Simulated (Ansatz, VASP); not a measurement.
# One calculation of NaH, two programs

INCAR

```
SYSTEM = NaH
PREC = Accurate
ENCUT = 520
EDIFF = 1E-6
ISMEAR = 0
SIGMA = 0.01
LREAL = .False.
LASPH = .True.
NELM = 100
ALGO = Normal
ISIF = 2
LWAVE = .False.
LCHARG = .True.
GGA = PE
LELF = .True.
LVHAR = .True.
NBANDS = 11
```

The input KPOINTS:

```
regular mesh
0
Gamma
  8 8 8
  0 0 0
```

Contents of POSCAR:

```
NaH
1.0
    0.0000000000      2.3731167360      2.3731167360
    2.3731167360      0.0000000000      2.3731167360
    2.3731167360      2.3731167360      0.0000000000
Na H
1 1
Direct
    0.0000000000      0.0000000000      0.0000000000
    0.5000000000      0.5000000000      0.5000000000
```

Input for Ansatz:

```yaml
crystal:
  lattice:
    - [0.0, 2.3731167359740084, 2.3731167359740084]
    - [2.3731167359740084, 0.0, 2.3731167359740084]
    - [2.3731167359740084, 2.3731167359740084, 0.0]
  atoms:
    - { symbol: Na, position: [0.0, 0.0, 0.0] }
    - { symbol: H, position: [0.5, 0.5, 0.5] }
basis:
  ecutwfc: 557.833418042754
kpoints:
  mp_grid:
    grid: [8, 8, 8]
hamiltonian:
  xc: pbe
scf:
  occupations:
    method: fixed
output:
  stress: true
```

Alike in both runs: task single point; functional PBE; k mesh 8 × 8 × 8; no spin polarisation.

|  | VASP | Ansatz |
| --- | --- | --- |
| version | VASP 6.6.1 | Ansatz 0.2.0 |
| potentials or method | VASP PAW PBE potentials, release 64 (Na_pv, H), cutoff 520 eV | plane waves, PAW |
| occupations | gaussian, width 0.01 eV | fixed |
| valence electrons in the cell | 8 | 10 |

|  | VASP | Ansatz | Ansatz less VASP |
| --- | --- | --- | --- |
| pressure (GPa) | 1.4 | 1.4 | +0.03 |

VASP's potentials hold 8 valence electrons a cell and Ansatz's 10, so a difference there can come from the potentials and not from the codes.
